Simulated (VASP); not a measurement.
# Ir: relaxation of cell and atoms with r2SCAN

Ir:

```
Ir
1.0
     0.00000    1.91560    1.91560
     1.91560    0.00000    1.91560
     1.91560    1.91560    0.00000
Ir
1
Direct
  0.00000 0.00000 0.00000
```

```yaml
Program: VASP 6.6.1
Task: relaxation of cell and atoms
Functional: r2SCAN
Potentials_or_basis: VASP PAW PBE potentials, release 64 (Ir)
Cutoff: 600 eV
k_mesh: 24 × 24 × 24
Occupations: fermi-dirac, width 0.1 eV
Spin: no spin polarisation
Dipole_correction: no
Further_INCAR_settings: ALGO = Normal; EDIFF = 1e-06; IBRION = 2; EDIFFG = -0.002; NSW = 100; ISIF = 3
```

| Property | Result |
| --- | --- |
| Relaxed volume | 14.31 Å³/atom |
| Relaxed cell | a = 2.725 Å, b = 2.725 Å, c = 2.725 Å, α = 60.00°, β = 60.00°, γ = 60.00° |
| Space group after relaxing (to 0.1 Å) | Fm-3m (No. 225) |
| Energy gained by relaxing | 5.2 meV/atom |
| Ionic steps | 4 |
| Pressure after relaxing | 0.0 GPa |
| Band gap on the k mesh | zero (an odd number of electrons rules out a gap without spin polarisation) |

The path:
```csv
step,energy change (eV),largest force (eV/Å),pressure (GPa),volume (Å³)
1,0.0000,0.0000,6.88,14.06
2,0.0687,0.0000,-21.62,15.32
3,-0.0052,0.0000,-0.19,14.31
4,-0.0052,0.0000,0.00,14.31
```

Final structure:
```
Ir
1.0
     0.00000    1.92680    1.92680
     1.92680    0.00000    1.92680
     1.92680    1.92680    0.00000
Ir
1
Direct
  0.00000 0.00000 0.00000
```

Levels at points of the mesh, in eV from the Fermi level:
| k point | band 1 | band 2 | band 3 | band 4 | band 5 | band 6 | band 7 | band 8 |
| --- | --- | --- | --- | --- | --- | --- | --- | --- |
| (0.00, 0.00, 0.00) | -11.40 | -3.93 | -3.93 | -3.93 | -1.26 | -1.26 | 15.13 | 20.92 |
| (0.50, 0.00, 0.00) | -8.29 | -4.08 | -4.08 | -0.67 | 0.92 | 0.92 | 7.55 | 14.76 |
| (0.50, 0.50, 0.00) | -8.07 | -7.50 | 0.83 | 1.55 | 1.55 | 1.79 | 10.92 | 12.28 |

Run time: 4.6 min on 1 thread of Intel(R) Xeon(R) Platinum 8488C (Sapphire Rapids) (shared host), peak memory 0.21 GiB.

Caveat: the PAW data sets were made with another functional, which shifts forces and pressure a little; spin-orbit coupling is left out, which moves the levels of the heavy elements. Zero-point motion and thermal expansion aren't in these numbers.
